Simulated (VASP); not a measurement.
# ZnS (P6_3/mmc) in VASP: notebook

The runs below take ZnS through relaxation of cell and atoms, with r2SCAN.

All numbers are computed with VASP 6.6.1; they aren't measurements. Logs are shortened: lines on timing, memory, paths and dates and some standing lists are left out, and cuts for length are marked.

**1. The cell of the first run**

It takes space group P6_3/mmc (No. 194, hexagonal). The conventional cell has a = 3.823 Å, b = 3.823 Å, c = 6.261 Å, α = 90.00°, β = 90.00°, γ = 120.00°. Zn (site symmetry -6m2) has 3 S at 2.21 Å within 2.9 Å. S (site symmetry -6m2) has 3 Zn at 2.21 Å within 2.9 Å.

**2. Relaxation of cell and atoms, r2SCAN**

The input, POSCAR:

```
ZnS
1.0
    3.8230000000      0.0000000000      0.0000000000
   -1.9115000000      3.3108151187      0.0000000000
    0.0000000000      0.0000000000      6.2610000000
Zn S
2 2
Direct
    0.3333333333      0.6666666667      0.0000000000
    0.6666666667      0.3333333333      0.5000000000
    0.3333333333      0.6666666667      0.5000000000
    0.6666666667      0.3333333333      1.0000000000
```

The input, INCAR.step1:

```
SYSTEM = ZnS
PREC = Accurate ; ENCUT = 600
ISMEAR = 0 ; SIGMA = 0.02
LREAL = .False. ; LASPH = .True.
NELM = 60 ; GGA = PE
ALGO = Normal ; EDIFF = 1E-4
LWAVE = .True. ; LCHARG = .False.
```

The input, INCAR.step2:

```
SYSTEM = ZnS
PREC = Accurate ; ENCUT = 600
EDIFF = 1E-6 ; ISMEAR = 0
SIGMA = 0.02 ; LREAL = .False.
LASPH = .True. ; NELM = 60
ALGO = Normal ; ISIF = 3
LWAVE = .False. ; LCHARG = .False.
METAGGA = R2SCAN ; LMIXTAU = .True.
IBRION = 2 ; NSW = 100
EDIFFG = -0.002 ; ISTART = 1
```

The input, KPOINTS:

```
regular mesh
0
Gamma
  9 9 6
  0 0 0
```

Potentials or basis: VASP PAW PBE potentials, release 64 (Zn, S).

The run is started by

```bash
$ cat potpaw_PBE.64/Zn/POTCAR potpaw_PBE.64/S/POTCAR > POTCAR
$ cp INCAR.step1 INCAR
$ mpirun -np 1 vasp_std > vasp.out
$ cp INCAR.step2 INCAR
$ mpirun -np 1 vasp_std > vasp.out
```

OUTCAR:

```text
SYSTEM = ZnS
   PREC = Accurate
   ENCUT = 600
   EDIFF = 1E-6
   ISMEAR = 0
   LREAL = .False.
   LASPH = .True.
   NELM = 60
   ISIF = 3
   METAGGA = R2SCAN
   IBRION = 2
   NSW = 100
   EDIFFG = -0.002
   ISTART = 1

 ion  position               nearest neighbor table
   1  0.333  0.667  0.000-   4 2.21   4 2.21   4 2.21
   2  0.667  0.333  0.500-   3 2.21   3 2.21   3 2.21
   3  0.333  0.667  0.500-   2 2.21   2 2.21   2 2.21
   4  0.667  0.333  0.000-   1 2.21   1 2.21   1 2.21

  LATTYP: Found a hexagonal cell.
 ALAT       =     3.8230000000
 C/A-ratio  =     1.6377190688

  Lattice vectors:

 A1 = (   3.8230000000,   0.0000000000,   0.0000000000)
 A2 = (  -1.9115000000,   3.3108151187,   0.0000000000)
 A3 = (   0.0000000000,   0.0000000000,   6.2610000000)

Analysis of symmetry for initial positions (statically):
=====================================================================
 Subroutine PRICEL returns:
 Original cell was already a primitive cell.

 Routine SETGRP: Setting up the symmetry group for a
 hexagonal supercell.

 Subroutine GETGRP returns: Found 24 space group operations
 (whereof 12 operations were pure point group operations)
 out of a pool of 24 trial point group operations.

The static configuration has the point symmetry D_3h.
 The point group associated with its full space group is D_6h.

Analysis of symmetry for dynamics (positions and initial velocities):
=====================================================================
 Subroutine PRICEL returns:
 Original cell was already a primitive cell.

 Routine SETGRP: Setting up the symmetry group for a
 hexagonal supercell.

 Subroutine GETGRP returns: Found 24 space group operations
 (whereof 12 operations were pure point group operations)
 out of a pool of 24 trial point group operations.

The dynamic configuration has the point symmetry D_3h.
 The point group associated with its full space group is D_6h.

 Subroutine INISYM returns: Found 24 space group operations
 (whereof 12 operations are pure point group operations),
 and found     1 'primitive' translations

----------------------------------------------------------------------------------------

                                     Primitive cell

  volume of cell :      79.2470

  direct lattice vectors                    reciprocal lattice vectors
     3.823000000  0.000000000  0.000000000     0.261574680  0.151020212  0.000000000
[... 106 lines left out ...]
   EFERMI_NEDOS =   21; number of points for ismear=-14 and -15
   IALGO  =     38    algorithm
   IMIX   =      4    mixing-type and parameters
     AMIX     =   0.40;   BMIX     =  1.00
     AMIX_MAG =   1.60;   BMIX_MAG =  1.00
  volume/ion in A,a.u.               =      19.81       133.70
  Fermi-wavevector in a.u.,A,eV,Ry     =   1.258485  2.378192 21.548694  1.583784
  Thomas-Fermi vector in A             =   2.392092
   LORBIT       =      0    0 simple, 1 ext, 2 COOP (PROOUT), +10 PAW based schemes
   METAGGA = R2SCAN    functional components
   LHFCALC =     F    Hartree Fock is set to
   AEXX    =    0.0000 exact exchange contribution
   IVDW    =     0    specifies the selected vdW correction
   LEPSILON=     F    determine dielectric tensor
   LRPA    =     F    only Hartree local field effects (RPA)
 conjugate gradient relaxation of ions
 non-spin polarized calculation
 Gauss-broadening in eV      SIGMA  =   0.02
  energy-cutoff  :      600.00
  volume of cell :       79.25
 maximum number of plane-waves:      2671
 NGX is ok and might be reduce to    32

--------------------------------------- Ionic step        1  -------------------------------------------

 number of electron      36.0000016 magnetization

 Free energy of the ion-electron system (eV)
  ---------------------------------------------------
  ext. energy  EPLUGINS =         0.00000000
  ---------------------------------------------------
  free energy    TOTEN  =       -36.92177045 eV

  energy without entropy =      -36.92177045  energy(sigma->0) =      -36.92177045

------------------------ aborting loop because EDIFF is reached ----------------------------------------

  FORCE on cell =-STRESS in cart. coord.  units (eV):
  Direction    XX          YY          ZZ          XY          YZ          ZX
  --------------------------------------------------------------------------------------
  -------------------------------------------------------------------------------------
  Total        3.4673898      3.4673898     -0.0415419      0.0000000     -0.0000000      0.0000000
  in kB       70.1019858     70.1019858     -0.8398734      0.0000000     -0.0000000      0.0000000
  external PRESSURE =      46.4546994 kB  Pullay stress =       0.0000000 kB
[... 95 lines left out ...]
  FREE ENERGIE OF THE ION-ELECTRON SYSTEM (eV)
  ---------------------------------------------------
  free  energy   TOTEN  =       -37.0000443837 eV

  energy  without entropy=      -37.0000443837  energy(sigma->0) =      -37.00004438

 E-fermi :   1.4498     XC(G=0):  -9.9944

 val. band max:        1.3564060413   @ k =   0.0000   0.0000   0.0000
 cond. band min:       3.8956183126   @ k =   0.0000   0.0000   0.0000
 fundamental gap:      2.5392122713
 Fermi energy:         1.4498022322

 k-point     1 :       0.0000    0.0000    0.0000
  band No.  band energies     occupation
      1     -12.0645      2.00000
      2     -11.3106      2.00000
      3      -5.3565      2.00000
      4      -5.3564      2.00000
      5      -5.3342      2.00000
      6      -5.3340      2.00000
[... 589 lines left out ...]
     21       7.6708      0.00000
     22       8.4358      0.00000

 [... further k-points ...]

[... ionic steps 4 to 17 ...]

--------------------------------------- Ionic step       18  -------------------------------------------

 number of electron      36.0000015 magnetization

------------------------ aborting loop because EDIFF is reached ----------------------------------------
[... 71 lines left out ...]
--------------------------------------- Ionic step       20  -------------------------------------------

 number of electron      36.0000016 magnetization

 Free energy of the ion-electron system (eV)
  ---------------------------------------------------
  ext. energy  EPLUGINS =         0.00000000
  ---------------------------------------------------
  free energy    TOTEN  =       -37.02446212 eV

  energy without entropy =      -37.02446212  energy(sigma->0) =      -37.02446212

 E-fermi :   2.0644     XC(G=0): -10.2405

 val. band max:        1.9212775369   @ k =   0.0000   0.0000   0.0000
 cond. band min:       3.9053602178   @ k =   0.0000   0.0000   0.0000
 fundamental gap:      1.9840826809
 Fermi energy:         2.0643727030

 k-point     1 :       0.0000    0.0000    0.0000
  band No.  band energies     occupation
      1     -11.8371      2.00000
      2     -10.8113      2.00000
      3      -4.9690      2.00000
      4      -4.9688      2.00000
      5      -4.9355      2.00000
      6      -4.9353      2.00000
[... 622 lines left out ...]
  FREE ENERGIE OF THE ION-ELECTRON SYSTEM (eV)
  ---------------------------------------------------
  free  energy   TOTEN  =       -37.0244621221 eV

  energy  without entropy=      -37.0244621221  energy(sigma->0) =      -37.02446212

 reached required accuracy - stopping structural energy minimisation
```

OUTCAR.step1:

```text
SYSTEM = ZnS
   PREC = Accurate
   ENCUT = 600
   ISMEAR = 0
   LREAL = .False.
   LASPH = .True.
   NELM = 60
[... 831 lines left out ...]
      1.91150      1.10361      3.13050         0.000000     -0.000000      0.000000
     -0.00000      2.20721      3.13050        -0.000000      0.000000      0.000000
      1.91150      1.10361      0.00000         0.000000     -0.000000      0.000000
 -----------------------------------------------------------------------------------
    total drift:                               -0.000000      0.000000     -0.000000

  FREE ENERGIE OF THE ION-ELECTRON SYSTEM (eV)
  ---------------------------------------------------
  free  energy   TOTEN  =       -12.8667151640 eV

  energy  without entropy=      -12.8667151640  energy(sigma->0) =      -12.86671516
```

Run time: 27 min. Hardware: 1 thread of Intel Xeon 6975P-C (Granite Rapids), shared host; peak memory 0.3 GiB.

Results:

| Item | Value |
| --- | --- |
| Free energy | -37.0245 eV |
| Relaxed volume | 19.88 Å³/atom |
| Relaxed cell | a = 3.944 Å, b = 3.944 Å, c = 5.902 Å, α = 90.00°, β = 90.00°, γ = 120.00° |
| Space group after relaxing (to 0.1 Å) | P6_3/mmc (No. 194) |
| Energy gained by relaxing | 25.7 meV/atom |
| Ionic steps | 20 |
| Pressure after relaxing | 0.0 GPa |
| Band gap on the k mesh | 1.98 eV |

The path:
```csv
step,energy change (eV),largest force (eV/Å),pressure (GPa),volume (Å³)
1,0.0000,0.0000,4.65,79.25
2,-0.0393,0.0000,-3.39,85.97
3,-0.0783,0.0000,-0.38,83.03
4,-0.0783,0.0000,-0.45,83.11
5,-0.0833,0.0000,-0.43,82.60
6,-0.0964,0.0000,-0.15,81.05
7,-0.0984,0.0000,0.91,77.93
8,-0.1024,0.0000,0.32,79.37
9,-0.1008,0.0000,-0.68,80.02
10,-0.1027,0.0000,0.05,79.55
11,-0.1027,0.0000,-0.04,79.61
12,-0.1027,0.0000,-0.02,79.60
13,-0.1027,0.0000,-0.01,79.60
14,-0.1027,0.0000,0.01,79.58
15,-0.1027,0.0000,0.00,79.53
16,-0.1027,0.0000,0.07,79.44
17,-0.1027,0.0000,0.03,79.51
18,-0.1027,0.0000,0.02,79.51
19,-0.1027,0.0000,0.01,79.51
20,-0.1027,0.0000,0.00,79.51
```

Final structure:
```xyz
4
Lattice="3.9441 0.0000 0.0000 -1.9720 3.4157 0.0000 0.0000 0.0000 5.9023" Properties=species:S:1:pos:R:3 pbc="T T T"
Zn    0.0000    2.2771    0.0000
Zn    1.9720    1.1386    2.9511
S     0.0000    2.2771    2.9511
S     1.9720    1.1386    0.0000
```

Caveat: the PAW data sets were made with another functional, which shifts forces and pressure a little. A k mesh can miss the band edges.

**3. Relaxation of cell and atoms, r2SCAN**

This run uses another cell than the first one, of the same volume but with other edges.

The input, POSCAR:

```
ZnS
1.0
    3.9441023831      0.0000000000      0.0000000000
   -1.9720511916      3.4156928589      0.0000000000
    0.0000000000      0.0000000000      5.8934784853
Zn S
2 2
Direct
    0.3333333333      0.6666666667      0.0000000000
    0.6666666667      0.3333333333      0.5000000000
    0.3333333333      0.6666666667      0.5000000000
    0.6666666667      0.3333333333      1.0000000000
```

The input, INCAR.step1:

```
SYSTEM = ZnS
  PREC = Accurate
  ENCUT = 600
  ISMEAR = 0
  SIGMA = 0.02
  LREAL = .False.
  LASPH = .True.
  NELM = 60
  GGA = PE
  ALGO = Normal
  EDIFF = 1E-4
  LWAVE = .True.
  LCHARG = .False.
```

The input, INCAR.step2:

```
SYSTEM = ZnS
  PREC = Accurate
  ENCUT = 600
  EDIFF = 1E-7
  ISMEAR = 0
  SIGMA = 0.02
  LREAL = .False.
  LASPH = .True.
  NELM = 60
  ALGO = Normal
  ISIF = 3
  LWAVE = .False.
  LCHARG = .False.
  METAGGA = R2SCAN
  LMIXTAU = .True.
  IBRION = 2
  NSW = 100
  EDIFFG = -0.002
  ISTART = 1
```

The input, KPOINTS:

```
Automatic mesh
0
Gamma
  12 12 6
  0 0 0
```

Potentials or basis: VASP PAW PBE potentials, release 64 (Zn, S).

The run is started by

```bash
$ cat potpaw_PBE.64/Zn/POTCAR potpaw_PBE.64/S/POTCAR > POTCAR
$ cp INCAR.step1 INCAR
$ mpirun -np 1 vasp_std > vasp.out
$ cp INCAR.step2 INCAR
$ mpirun -np 1 vasp_std > vasp.out
```

OUTCAR:

```text
SYSTEM = ZnS
   PREC = Accurate
   ENCUT = 600
   EDIFF = 1E-7
   ISMEAR = 0
   LREAL = .False.
   LASPH = .True.
   NELM = 60
   ISIF = 3
   METAGGA = R2SCAN
   IBRION = 2
   NSW = 100
   EDIFFG = -0.002
   ISTART = 1

 ion  position               nearest neighbor table
   1  0.333  0.667  0.000-   4 2.28   4 2.28   4 2.28
   2  0.667  0.333  0.500-   3 2.28   3 2.28   3 2.28
   3  0.333  0.667  0.500-   2 2.28   2 2.28   2 2.28
   4  0.667  0.333  0.000-   1 2.28   1 2.28   1 2.28

  LATTYP: Found a hexagonal cell.
 ALAT       =     3.9441023831
 C/A-ratio  =     1.4942508872

  Lattice vectors:

 A1 = (   3.9441023831,   0.0000000000,   0.0000000000)
 A2 = (  -1.9720511916,   3.4156928589,   0.0000000000)
 A3 = (   0.0000000000,   0.0000000000,   5.8934784853)

[... 300 lines left out ...]
  ext. energy  EPLUGINS =         0.00000000
  ---------------------------------------------------
  free energy    TOTEN  =       -37.02371509 eV

  energy without entropy =      -37.02371509  energy(sigma->0) =      -37.02371509

 E-fermi :   2.0582     XC(G=0): -10.2577

 val. band max:        1.9580763135   @ k =   0.0000   0.0000   0.0000
 cond. band min:       3.9011795619   @ k =   0.0000   0.0000   0.0000
 fundamental gap:      1.9431032484
 Fermi energy:         2.0582349939

 k-point     1 :       0.0000    0.0000    0.0000
  band No.  band energies     occupation
      1     -11.8217      2.00000
      2     -10.7729      2.00000
      3      -4.9400      2.00000
      4      -4.9399      2.00000
      5      -4.9055      2.00000
      6      -4.9053      2.00000
[... 589 lines left out ...]
     21       8.3343      0.00000
     22       9.0354      0.00000

 [... further k-points ...]

------------------------ aborting loop because EDIFF is reached ----------------------------------------

  FORCE on cell =-STRESS in cart. coord.  units (eV):
  Direction    XX          YY          ZZ          XY          YZ          ZX
  --------------------------------------------------------------------------------------
  -------------------------------------------------------------------------------------
  Total        0.0012659      0.0012659     -0.0038474     -0.0000000     -0.0000000      0.0000000
  in kB        0.0255864      0.0255864     -0.0777652     -0.0000000     -0.0000000      0.0000000
  external PRESSURE =      -0.0088642 kB  Pullay stress =       0.0000000 kB
[... 19 lines left out ...]
  FREE ENERGIE OF THE ION-ELECTRON SYSTEM (eV)
  ---------------------------------------------------
  free  energy   TOTEN  =       -37.0237150892 eV

  energy  without entropy=      -37.0237150892  energy(sigma->0) =      -37.02371509

 reached required accuracy - stopping structural energy minimisation
```

It took 33 min on 1 thread of Oxide Virtual Turin-like, shared host; peak memory 0.29 GiB.

Results:

```yaml
Free_energy: -37.0237 eV
Relaxed_volume: 19.82 Å³/atom
Relaxed_cell: a = 3.947 Å, b = 3.947 Å, c = 5.876 Å, α = 90.00°, β = 90.00°, γ = 120.00°
Space_group_after_relaxing_to_0.1_Å: P6_3/mmc (No. 194)
Energy_gained_by_relaxing: 0.0 meV/atom
Ionic_steps: 4
Pressure_after_relaxing: 0.0 GPa
Band_gap_on_the_k_mesh: 1.94 eV
```

Final structure:
```
CELL_PARAMETERS angstrom
3.94683 0.00000 0.00000
-1.97342 3.41806 0.00000
0.00000 0.00000 5.87579
ATOMIC_POSITIONS crystal
Zn 0.33333 0.66667 0.00000
Zn 0.66667 0.33333 0.50000
S 0.33333 0.66667 0.50000
S 0.66667 0.33333 0.00000
```

Caveat: the PAW data sets were made with another functional, which shifts forces and pressure a little.
